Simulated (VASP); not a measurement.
# CdF2 (Fm-3m) in VASP: single point with PBE

Aim: the single point of CdF2 with PBE.

All numbers are computed with VASP 6.6.1; they aren't measurements. Logs are shortened: lines on timing, memory, paths and dates and some standing lists are left out, and cuts for length are marked.

## Step 1: The cell of the first run

It takes space group Fm-3m (No. 225, cubic). The conventional cell has a = 5.388 Å, b = 5.388 Å, c = 5.388 Å, α = 90.00°, β = 90.00°, γ = 90.00°. Within 3.1 Å of Cd (site symmetry m-3m) lie 8 F at 2.33 Å. Within 3.1 Å of F (site symmetry -43m) lie 4 Cd at 2.33 Å and 6 F at 2.69 Å.

## Step 2: Single point, PBE

INCAR reads:

```
SYSTEM = CdF2
PREC = Accurate ; ENCUT = 520
EDIFF = 1E-6 ; ISMEAR = 0
SIGMA = 0.05 ; LREAL = Auto
LASPH = .TRUE. ; NELM = 60
ALGO = Normal ; ISIF = 2
LWAVE = .FALSE. ; LCHARG = .FALSE.
GGA = PE ; NBANDS = 180
```

KPOINTS reads:

```
regular mesh
0
G
  2 2 2
  0 0 0
```

POSCAR reads:

```
CdF2
1.0
   -5.3880000000      5.3880000000      0.0000000000
    0.0000000000      5.3880000000      5.3880000000
    2.6940000000      8.0820000000     -5.3880000000
Cd F
12 24
Direct
    0.0000000000      0.0000000000      0.0000000000
    0.6666670000      0.3333330000      0.3333330000
    0.3333330000      0.6666670000      0.6666670000
    0.5000000000      0.5000000000      0.0000000000
    0.1666670000      0.8333330000      0.3333330000
    0.8333330000      0.1666670000      0.6666670000
    0.0000000000      0.5000000000      0.0000000000
    0.6666670000      0.8333330000      0.3333330000
    0.3333330000      0.1666670000      0.6666670000
    0.5000000000      0.0000000000      0.0000000000
    0.1666670000      0.3333330000      0.3333330000
    0.8333330000      0.6666670000      0.6666670000
    0.7916670000      0.3333330000      0.0833330000
    0.4583330000      0.6666670000      0.4166670000
    0.1250000000      0.0000000000      0.7500000000
    0.2916670000      0.8333330000      0.0833330000
    0.9583330000      0.1666670000      0.4166670000
    0.6250000000      0.5000000000      0.7500000000
    0.7916670000      0.8333330000      0.0833330000
    0.4583330000      0.1666670000      0.4166670000
    0.1250000000      0.5000000000      0.7500000000
    0.2916670000      0.3333330000      0.0833330000
    0.9583330000      0.6666670000      0.4166670000
    0.6250000000      0.0000000000      0.7500000000
    0.3750000000      0.0000000000      0.2500000000
    0.0416670000      0.3333330000      0.5833330000
    0.7083330000      0.6666670000      0.9166670000
    0.8750000000      0.5000000000      0.2500000000
    0.5416670000      0.8333330000      0.5833330000
    0.2083330000      0.1666670000      0.9166670000
    0.3750000000      0.5000000000      0.2500000000
    0.0416670000      0.8333330000      0.5833330000
    0.7083330000      0.1666670000      0.9166670000
    0.8750000000      0.0000000000      0.2500000000
    0.5416670000      0.3333330000      0.5833330000
    0.2083330000      0.6666670000      0.9166670000
```

Potentials or basis: VASP PAW PBE potentials, release 64 (Cd, F).

Command:

```sh
> cat potpaw_PBE.64/Cd/POTCAR potpaw_PBE.64/F/POTCAR > POTCAR
> mpirun -np 1 vasp_std > vasp.out
```

OUTCAR:

```text
SYSTEM = CdF2
   PREC = Accurate
   ENCUT = 520
   EDIFF = 1E-6
   ISMEAR = 0
   LREAL = Auto
   LASPH = .TRUE.
   NELM = 60
   ISIF = 2
   GGA = PE

 ion  position               nearest neighbor table
   1  0.000  0.000  0.000-  13 2.33  36 2.33  34 2.33  15 2.33  16 2.33  33 2.33  30 2.33  19 2.33

   2  0.667  0.333  0.333-  34 2.33  13 2.33  35 2.33  31 2.33  28 2.33  20 2.33  17 2.33  14 2.33

   3  0.333  0.667  0.667-  15 2.33  14 2.33  36 2.33  18 2.33  21 2.33  29 2.33  32 2.33  35 2.33

   4  0.500  0.500  0.000-  16 2.33  33 2.33  31 2.33  18 2.33  13 2.33  36 2.33  27 2.33  22 2.33

   5  0.167  0.833  0.333-  31 2.33  16 2.33  32 2.33  34 2.33  25 2.33  23 2.33  14 2.33  17 2.33

   6  0.833  0.167  0.667-  18 2.33  17 2.33  33 2.33  15 2.33  24 2.33  26 2.33  35 2.33  32 2.33

   7  0.000  0.500  0.000-  19 2.33  30 2.33  28 2.33  21 2.33  22 2.33  27 2.33  13 2.33  36 2.33

   8  0.667  0.833  0.333-  28 2.33  19 2.33  29 2.33  25 2.33  34 2.33  14 2.33  23 2.33  20 2.33

   9  0.333  0.167  0.667-  21 2.33  20 2.33  30 2.33  24 2.33  15 2.33  35 2.33  26 2.33  29 2.33

  10  0.500  0.000  0.000-  22 2.33  27 2.33  25 2.33  24 2.33  19 2.33  30 2.33  16 2.33  33 2.33

  11  0.167  0.333  0.333-  25 2.33  22 2.33  26 2.33  28 2.33  31 2.33  17 2.33  20 2.33  23 2.33

  12  0.833  0.667  0.667-  24 2.33  23 2.33  27 2.33  21 2.33  18 2.33  32 2.33  29 2.33  26 2.33

  13  0.792  0.333  0.083-   1 2.33   2 2.33   4 2.33   7 2.33
  14  0.458  0.667  0.417-   3 2.33   8 2.33   5 2.33   2 2.33
  15  0.125  0.000  0.750-   3 2.33   1 2.33   6 2.33   9 2.33
  16  0.292  0.833  0.083-   4 2.33   5 2.33   1 2.33  10 2.33
  17  0.958  0.167  0.417-   6 2.33  11 2.33   2 2.33   5 2.33
  18  0.625  0.500  0.750-   6 2.33   4 2.33   3 2.33  12 2.33
[... 16 lines left out ...]
  35  0.542  0.333  0.583-   2 2.33   9 2.33   6 2.33   3 2.33
  36  0.208  0.667  0.917-   1 2.33   3 2.33   4 2.33   7 2.33

  LATTYP: Found a face centered orthorhombic cell.
 ALAT       =     7.6197826741
 B/A-ratio  =     1.7320508076
 C/A-ratio  =     2.4494897428

  Lattice vectors:

 A1 = (   8.0820000000,   8.0820000000,   0.0000000000)
 A2 = (   2.6940000000,   8.0820000000,  -5.3880000000)
 A3 = (   0.0000000000,   5.3880000000,   5.3880000000)

Analysis of symmetry for initial positions (statically):
=====================================================================
 Subroutine PRICEL returns following result:

  LATTYP: Found a face centered cubic cell.
 ALAT       =     5.3879973060

  Lattice vectors:

 A1 = (   0.0000026940,  -2.6939973060,   2.6940000000)
 A2 = (   2.6940080820,  -2.6939919180,  -0.0000000000)
 A3 = (   2.6940080820,   0.0000080820,   2.6940000000)

  12 primitive cells build up your supercell.

 Routine SETGRP: Setting up the symmetry group for a
 face centered orthorhombic supercell.

 Subroutine GETGRP returns: Found  4 space group operations
 (whereof  4 operations were pure point group operations)
 out of a pool of  8 trial point group operations.

The static configuration has the point symmetry C_2h.

Analysis of symmetry for dynamics (positions and initial velocities):
=====================================================================
 Subroutine PRICEL returns following result:

  LATTYP: Found a face centered cubic cell.
 ALAT       =     5.3879973060

  Lattice vectors:

 A1 = (   0.0000026940,  -2.6939973060,   2.6940000000)
 A2 = (   2.6940080820,  -2.6939919180,  -0.0000000000)
 A3 = (   2.6940080820,   0.0000080820,   2.6940000000)

  12 primitive cells build up your supercell.

 Routine SETGRP: Setting up the symmetry group for a
 face centered orthorhombic supercell.

 Subroutine GETGRP returns: Found  4 space group operations
 (whereof  4 operations were pure point group operations)
 out of a pool of  8 trial point group operations.

The dynamic configuration has the point symmetry C_2h.

 Subroutine INISYM returns: Found  4 space group operations
 (whereof  4 operations are pure point group operations),
 and found    12 'primitive' translations

----------------------------------------------------------------------------------------

                                     Primitive cell

  volume of cell :      39.1042

  direct lattice vectors                    reciprocal lattice vectors
     0.000002694 -2.693997306  2.694000000    -0.185596696 -0.185597810  0.185597810
     2.694008082 -2.693991918 -0.000000000     0.185597624 -0.185597624 -0.185597624
     2.694008082  0.000008082  2.694000000     0.185596696  0.185597810  0.185597439

  length of vectors
     3.809889432  3.809891337  3.809897052     0.321464194  0.321464515  0.321463979

  position of ions in fractional coordinates (direct lattice)
     0.000000000  0.000000000  0.000000000
     0.749996250  0.750000000  0.750003750
     0.249997750  0.250000000  0.250002250

  ion indices of the primitive-cell ions
   primitive index   ion index
                 1           1
                 2          19
                 3          30

----------------------------------------------------------------------------------------

 KPOINTS: regular mesh

Automatic generation of k-mesh.
 Grid dimensions read from file:
 generate k-points for:    2    2    2

 Generating k-lattice:

  Cartesian coordinates                     Fractional coordinates (reciprocal lattice)
    -0.077332343  0.015466469 -0.015466469     0.500000000  0.000000000  0.000000000
     0.030932937  0.030932937  0.061865875     0.000000000  0.500000000  0.000000000
     0.030932937  0.030932937 -0.030932937     0.000000000  0.000000000  0.500000000

  Length of vectors
     0.080366129  0.075769913  0.053577419

  Shift w.r.t. Gamma in fractional coordinates (k-lattice)
     0.000000000  0.000000000  0.000000000

 Subroutine IBZKPT returns following result:
 ===========================================

 Found      6 irreducible k-points:

 Following reciprocal coordinates:
            Coordinates               Weight
  0.000000  0.000000  0.000000      1.000000
  0.500000  0.000000  0.000000      2.000000
  0.500000  0.500000  0.000000      2.000000
  0.000000  0.500000  0.000000      1.000000
  0.000000  0.000000  0.500000      1.000000
  0.000000  0.500000  0.500000      1.000000
   k-points           NKPTS =      6   k-points in BZ     NKDIM =      6   number of bands    NBANDS=    180
   number of dos      NEDOS =    301   number of ions     NIONS =     36
   total plane-waves  NPLWV = 288000
   dimension x,y,z NGX =    60 NGY =   60 NGZ =   80
   dimension x,y,z NGXF=   120 NGYF=  120 NGZF=  160
   ions per type =              12  24
   NGX,Y,Z   is equivalent  to a cutoff of  13.09, 13.09, 13.19 a.u.
   NGXF,Y,Z  is equivalent  to a cutoff of  26.18, 26.18, 26.39 a.u.
 SYSTEM =  CdF2
   PREC   = accura    normal or accurate (medium, high low for compatibility)
   ISTART =      0    job   : 0-new  1-cont  2-samecut
   ICHARG =      2    charge: 1-file 2-atom 10-const
   ISPIN  =      1    spin polarized calculation?
   LNONCOLLINEAR =      F non collinear calculations
   LSORBIT =      F    spin-orbit coupling
   LASPH  =      T    aspherical Exc in radial PAW
   ENCUT  =  520.0 eV  38.22 Ry    6.18 a.u.  14.17 14.17 18.74*2*pi/ulx,y,z
   NELM   =     60;   NELMIN=  2; NELMDL= -5     # of ELM steps
   EDIFF  = 0.1E-05   stopping-criterion for ELM
   LREAL  =      T    real-space projection
   EDIFFG = 0.1E-04   stopping-criterion for IOM
   NSW    =      0    number of steps for IOM
   IBRION =     -1    ionic relax: 0-MD 1-quasi-New 2-CG
   NFREE  =      0    steps in history (QN), initial steepest desc. (CG)
   ISIF   =      2    stress and relaxation
   ISYM   =      2    0-nonsym 1-usesym 2-fastsym
   POTIM  = 0.5000    time-step for ionic-motion
   TEBEG  =    0.0;   TEEND  =   0.0 temperature during run
   PSTRESS=    0.0 pullay stress
   NELECT =     312.0000    total number of electrons
   NUPDOWN=      -1.0000    fix difference up-down
   EMIN   =  10.00;   EMAX   =-10.00  energy-range for DOS
   EFERMI =   0.00;   METHOD = LEGACY
   ISMEAR =     0;   SIGMA  =   0.05  broadening in eV -4-tet -1-fermi 0-gaus
   EFERMI_NEDOS =   21; number of points for ismear=-14 and -15
   IALGO  =     38    algorithm
   IMIX   =      4    mixing-type and parameters
     AMIX     =   0.40;   BMIX     =  1.00
     AMIX_MAG =   1.60;   BMIX_MAG =  1.00
  volume/ion in A,a.u.               =      13.03        87.96
  Fermi-wavevector in a.u.,A,eV,Ry     =   1.428867  2.700166 27.778468  2.041660
  Thomas-Fermi vector in A             =   2.548882
   LORBIT       =      0    0 simple, 1 ext, 2 COOP (PROOUT), +10 PAW based schemes
   GGA     = PE    functional components
   LHFCALC =     F    Hartree Fock is set to
   AEXX    =    0.0000 exact exchange contribution
   IVDW    =     0    specifies the selected vdW correction
   LEPSILON=     F    determine dielectric tensor
   LRPA    =     F    only Hartree local field effects (RPA)
 non-spin polarized calculation
 Gauss-broadening in eV      SIGMA  =   0.05
  energy-cutoff  :      520.00
  volume of cell :      469.25
 maximum number of plane-waves:     12690
 NGX is ok and might be reduce to    60
   NGX = 29   NGY = 29   NGZ = 37

 number of electron     311.9999920 magnetization

 Free energy of the ion-electron system (eV)
  ---------------------------------------------------
  ext. energy  EPLUGINS =         0.00000000
  ---------------------------------------------------
  free energy    TOTEN  =      -130.33103589 eV

  energy without entropy =     -130.33103589  energy(sigma->0) =     -130.33103589

 E-fermi :  -1.0568     XC(G=0): -10.4119

 val. band max:       -1.3109836248   @ k =   0.0000   0.5000   0.0000
 cond. band min:       1.7564049218   @ k =   0.0000   0.0000   0.0000
 fundamental gap:      3.0673885465
 Fermi energy:        -1.0568029379

 k-point     1 :       0.0000    0.0000    0.0000
  band No.  band energies     occupation
      1     -22.1159      2.00000
      2     -21.8110      2.00000
      3     -21.8109      2.00000
      4     -21.6470      2.00000
      5     -21.6450      2.00000
      6     -21.6450      2.00000
[... 160 lines left out ...]
    167       6.3057      0.00000
    168       6.6918      0.00000
[... 853 lines left out ...]
    167       6.4205      0.00000
    168       6.4205      0.00000
 [bands above 168 left out]

------------------------ aborting loop because EDIFF is reached ----------------------------------------

  FORCE on cell =-STRESS in cart. coord.  units (eV):
  Direction    XX          YY          ZZ          XY          YZ          ZX
  --------------------------------------------------------------------------------------
  -------------------------------------------------------------------------------------
  Total       18.1281920     18.1281920     18.1223885     -0.0102288      0.0036793      0.0036794
  in kB       61.8957828     61.8957828     61.8759674     -0.0349246      0.0125624      0.0125626
  external PRESSURE =      61.8891777 kB  Pullay stress =       0.0000000 kB

 VOLUME and BASIS-vectors are now :
 -----------------------------------------------------------------------------
  energy-cutoff  :      520.00
  volume of cell :      469.25
      direct lattice vectors                 reciprocal lattice vectors
    -5.388000000  5.388000000  0.000000000    -0.154664687  0.030932937 -0.030932937
     0.000000000  5.388000000  5.388000000     0.061865875  0.061865875  0.123731750
     2.694000000  8.082000000 -5.388000000     0.061865875  0.061865875 -0.061865875

 POSITION                                       TOTAL-FORCE (eV/Angst)
 -----------------------------------------------------------------------------------
      0.00000      0.00000      0.00000         0.000000      0.000000      0.000000
     -2.69400      8.08200      0.00000         0.000000      0.000000      0.000000
      0.00000     10.77600      0.00000         0.000000      0.000000      0.000000
     -2.69400      5.38800      2.69400         0.000000      0.000000      0.000000
     -0.00000      8.08200      2.69400         0.000000      0.000000      0.000000
     -2.69400     10.77600     -2.69400         0.000000      0.000000      0.000000
[... 28 lines left out ...]
     -1.34700      9.42900     -1.34700        -0.000220     -0.000220      0.000222
      1.34700     12.12300     -1.34700        -0.000220     -0.000220      0.000222
 -----------------------------------------------------------------------------------
    total drift:                               -0.000000     -0.000000      0.000000

  FREE ENERGIE OF THE ION-ELECTRON SYSTEM (eV)
  ---------------------------------------------------
  free  energy   TOTEN  =      -130.3310358935 eV

  energy  without entropy=     -130.3310358935  energy(sigma->0) =     -130.33103589
```

Run time: 16 min. Hardware: 1 thread of Intel Xeon Platinum 8259CL at 2.50GHz (Skylake/Cascade Lake), shared host; peak memory 0.78 GiB.

What came out:

| Quantity | Value |
| --- | --- |
| Free energy | -130.3310 eV |
| Pressure | 6.2 GPa |
| Band gap on the k mesh | 3.07 eV |

Caveat: the k points lie up to 0.50 Å⁻¹ apart. A hybrid or GW would open this gap; PBE tends to underestimate it.
